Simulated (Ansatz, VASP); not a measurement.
# One calculation of HfN, two programs

Contents of INCAR:

```
PREC = Accurate
ENCUT = 520
EDIFF = 1E-6
ISMEAR = -1
SIGMA = 0.08
LREAL = F
LASPH = T
NELM = 100
ALGO = Normal
ISIF = 2
LWAVE = F
LCHARG = F
LDIPOL = T
IDIPOL = 3
DIPOL = 0.5 0.5 0.500
GGA = CA
NBANDS = 32
```

The input KPOINTS:

```
Automatic mesh
0
Gamma
  13 13 1
```

The input POSCAR:

```
HfN
1.0
    3.1594338637      0.0000000000      0.0000000000
    0.0000000000      3.1594338637      0.0000000000
    0.0000000000      0.0000000000     20.4681000000
Hf N
3 3
Direct
    0.2500000000      0.2500000000      0.3908517591
    0.7500000000      0.7500000000      0.5000000000
    0.2500000000      0.2500000000      0.6091482409
    0.7500000000      0.7500000000      0.3908517591
    0.2500000000      0.2500000000      0.5000000000
    0.7500000000      0.7500000000      0.6091482409
```

Input for Ansatz:

```yaml
crystal:
  lattice:
    - [3.1594338637, 0.0, 0.0]
    - [0.0, 3.1594338637, 0.0]
    - [0.0, 0.0, 20.4681]
  atoms:
    - { symbol: Hf, position: [0.25, 0.25, 0.3908517591] }
    - { symbol: "N", position: [0.75, 0.75, 0.3908517591] }
    - { symbol: Hf, position: [0.75, 0.75, 0.5] }
    - { symbol: "N", position: [0.25, 0.25, 0.5] }
    - { symbol: Hf, position: [0.25, 0.25, 0.6091482409] }
    - { symbol: "N", position: [0.75, 0.75, 0.6091482409] }
kpoints:
  mp_grid: { grid: [13, 13, 1] }
scf:
  occupations: { method: fermi_dirac, width: 0.08 }
hamiltonian:
  xc: lda
  pseudopotentials: { kind: all_electron, lapw: { basis_error: 0.001 } }
output:
  forces: true
  stress: true
  eigenvalues: true
  populations: true
  dos: { projected: true, de: 0.2, e_range: [-14, 8] }
efield:
  axis: 3
  amplitude: 0
  dipole_correction: true
```

Alike in both runs: task single point; functional LDA; k mesh 13 × 13 × 1; occupations fermi-dirac, width 0.08 eV; no spin polarisation.

```csv
,VASP,Ansatz
version,VASP 6.6.1,Ansatz 0.2.0
potentials or method,"VASP PAW LDA potentials, release 64 (Hf_pv, N), cutoff 520 eV","all-electron LAPW, scalar-relativistic"
```

VASP gave:

| Item | Value |
| --- | --- |
| rms of the force components (eV/Å) | 0.587 |

Problem. What did Ansatz give for the same quantities?

Solution. rms of the force components (eV/Å): 0.577.

LDA's correlation is that of Perdew and Zunger in VASP and of Perdew and Wang (1992) in Ansatz. Ansatz ran all-electron here, and VASP with PAW potentials. Ansatz's warnings: vacuum below fermi.

Spin-orbit coupling is off throughout.
